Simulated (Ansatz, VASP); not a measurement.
# PIr2 in VASP and in Ansatz

```
P Ir
1.0
     0.00000    2.71100    2.71100
     2.71100    0.00000    2.71100
     2.71100    2.71100    0.00000
P Ir
1 2
Direct
  0.00000 0.00000 0.00000
  0.25000 0.25000 0.25000
  0.75000 0.75000 0.75000
```

Change from the starting cell: volume scaled by 0.94.

Alike in both runs: task single point; functional LDA; k mesh 11 × 11 × 11; occupations fermi-dirac, width 0.05 eV; no spin polarisation.

|  | VASP | Ansatz |
| --- | --- | --- |
| version | VASP 6.6.1 | Ansatz 0.2.0 |
| potentials or method | VASP PAW LDA potentials, release 64 (P, Ir), cutoff 520 eV | all-electron LAPW, scalar-relativistic |

VASP gave:

| Property | Result |
| --- | --- |
| pressure (GPa) | 18.9 |

Question: Estimate Ansatz's values.

Answer: Pressure (GPa): 16.4.

LDA's correlation is that of Perdew and Zunger in VASP and of Perdew and Wang (1992) in Ansatz. Ansatz ran all-electron here, and VASP with PAW potentials.

Neither program's run includes spin-orbit coupling.
